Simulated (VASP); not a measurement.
Wanted: the native input for a VASP 6.6.1 run.

```
Task                   : single point
Functional             : PBE
Potentials or basis    : VASP PAW PBE potentials, release 64 (Ti_sv)
Cutoff                 : 520 eV
k mesh                 : 15 × 15 × 15
Occupations            : fermi-dirac, width 0.05 eV
Spin                   : no spin polarisation
Dipole correction      : no
Further INCAR settings : ALGO = Normal; EDIFF = 1e-07; NBANDS = 12
```

The structure of Ti lies in POSCAR:

```
Ti
1.0
    0.0000000000      2.0706000000      2.0300000000
    2.0706000000      0.0000000000      2.0300000000
    2.0706000000      2.0706000000      0.0000000000
Ti
1
Direct
    0.0000000000      0.0000000000      0.0000000000
```

This cell differs from its parent crystal: equal xx and yy strain of +2 %.

One way to write it, as run:

INCAR

```
SYSTEM = Ti
  PREC = Accurate
  ENCUT = 520
  EDIFF = 1E-7
  ISMEAR = -1
  SIGMA = 0.05
  LREAL = .False.
  LASPH = .True.
  NELM = 80
  ALGO = Normal
  ISIF = 2
  LWAVE = .False.
  LCHARG = .False.
  GGA = PE
  NBANDS = 12
```

KPOINTS

```
regular mesh
0
Gamma
  15 15 15
  0 0 0
```

Potentials or basis: VASP PAW PBE potentials, release 64 (Ti_sv).

The run is started by

```sh
$ cat potpaw_PBE.64/Ti_sv/POTCAR > POTCAR
$ mpirun -np 1 vasp_std > vasp.out
```

Results of the run:

- Pressure: -0.4 GPa
- Band gap on the k mesh: zero (bands 6 and 7 overlap by 1.13 eV)

Caveat: the cell differs from its parent crystal (equal xx and yy strain of +2 %).

It took 47 s on 1 thread of Intel(R) Xeon(R) Platinum 8259CL CPU @ 2.50GHz (Skylake/Cascade Lake), on a shared host, peak memory 0.18 GiB.
